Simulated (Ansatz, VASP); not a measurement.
InP in VASP and in Ansatz

```
CELL_PARAMETERS angstrom
0.00000 2.94991 2.94991
2.94991 0.00000 2.94991
2.94991 2.94991 0.00000
ATOMIC_POSITIONS crystal
In 0.00000 0.00000 0.00000
P 0.75000 0.75000 0.75000
```

Alike in both runs: task single point; functional PBEsol-based global hybrid; k mesh 4 × 4 × 4; occupations fermi-dirac, width 0.05 eV; no spin polarisation.

```csv
,VASP,Ansatz
version,VASP 6.6.1,Ansatz 0.2.0
potentials or method,"VASP PAW PBE potentials, release 64 (In_d, P)",Ansatz PAW
plane-wave cutoff (eV),520,420
valence electrons in the cell,18,18
```

Ansatz gave:

```
gap on the k mesh at the Fermi level (eV) : 1.97
least direct gap on the mesh (eV)         : 1.97
pressure (GPa)                            : -1.8
```

Which values does VASP return?

gap on the k mesh at the Fermi level (eV): 2.02; least direct gap on the mesh (eV): 2.02; pressure (GPa): -2.2.

VASP's potentials were made for PBE, not for PBEsol-based global hybrid.

The k mesh is coarse, so the values compare programs but aren't converged.
